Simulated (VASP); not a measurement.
Wanted: the native input for a VASP 6.6.1 run.

* Task: single point
* Functional: PBE
* Dispersion: D3(BJ)
* Potentials or basis: VASP PAW PBE potentials, release 64 (C, N)
* Cutoff: 520 eV
* k mesh: 8 × 4 × 4
* Occupations: gaussian, width 0.02 eV
* Spin: no spin polarisation
* Dipole correction: no
* Further INCAR settings: ALGO = Normal; EDIFF = 1e-06; NBANDS = 27

The structure of C3N lies in POSCAR:

```
C3N
1.0
   -1.2254200959     -2.1224898668      0.0000000000
   -4.0542052226      2.3406964767      0.1635185439
    0.1437537916     -0.0829962903     -4.1249792506
C N
6 2
Direct
    0.0000000000      0.6780472102      0.5448074505
    0.5000000000      0.1673694312      0.5831239370
    0.5000000000      0.1544362165      0.9617548364
    0.5000000000      0.8455637835      0.0382451636
    0.0000000000      0.3219527898      0.4551925495
    0.5000000000      0.8326305688      0.4168760630
    0.0000000000      0.7254109450      0.8919809845
    0.0000000000      0.2745890550      0.1080190155
```

One way to write it, as run:

INCAR

```
SYSTEM = C3N
ALGO = Normal
EDIFF = 1E-6
ENCUT = 520
GGA = PE
ISIF = 2
ISMEAR = 0
IVDW = 12
LASPH = .TRUE.
LCHARG = .TRUE.
LELF = .TRUE.
LREAL = .FALSE.
LVHAR = .TRUE.
LWAVE = .FALSE.
NBANDS = 27
NELM = 80
PREC = Accurate
SIGMA = 0.02
```

KPOINTS

```
k-points
0
G
  8 4 4
  0 0 0
```

Potentials or basis: VASP PAW PBE potentials, release 64 (C, N).

Launch:

```bash
$ cat potpaw_PBE.64/C/POTCAR potpaw_PBE.64/N/POTCAR > POTCAR
$ mpirun -np 1 vasp_std > vasp.out
```

It gave:

```
Pressure                   : 0.6 GPa
Largest force              : 0.055 eV/Å
Band gap on the k mesh     : 1.84 eV, indirect (least direct gap 2.87 eV)
Dispersion energy per atom : -0.180 eV
```

It took 27 s on 1 thread of Intel(R) Xeon(R) 6975P-C (Granite Rapids), with other jobs on the host, peak memory 0.2 GiB.
